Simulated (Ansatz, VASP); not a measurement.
## SeBr3O in VASP and in Ansatz

```
O Se Br
1.0
     0.00000    3.93276    0.00000
     8.59040   -1.96638    0.00000
     3.80708    0.00000   -8.68514
O Se Br
2 2 6
Direct
  0.72165 0.44329 0.56789
  0.27835 0.55671 0.43211
  0.19299 0.38599 0.63379
  0.80701 0.61401 0.36621
  0.27356 0.54711 0.80990
  0.72644 0.45289 0.19010
  0.57360 0.14720 0.96774
  0.42640 0.85280 0.03226
  0.06160 0.12320 0.58535
  0.93840 0.87680 0.41465
```

Alike in both runs: functional PBE; k mesh 5 × 5 × 2; occupations gaussian, width 0.0682 eV; no spin polarisation.

Ansatz relaxed the structure, and its values are those at the end. VASP's run is a single point on that final structure, the one shown.

```csv
,VASP,Ansatz
version,VASP 6.6.1,Ansatz 0.2.0
potentials or method,"VASP PAW PBE potentials, release 64 (O, Se, Br), cutoff 520 eV",PAW plane waves
valence electrons in the cell,66,86
```

|  | VASP | Ansatz | Ansatz less VASP |
| --- | --- | --- | --- |
| pressure (GPa) | 1.1 | 1.1 | -0.05 |
| rms of the force components (eV/Å) | 0.027 | 0.004 | -0.0238 |

With one functional, cell and mesh, what is left measures potentials, basis and numerics. VASP's potentials hold 66 valence electrons a cell and Ansatz's 86, so a difference there can come from the potentials and not from the codes. Ansatz's warnings: stress scf threshold loose.
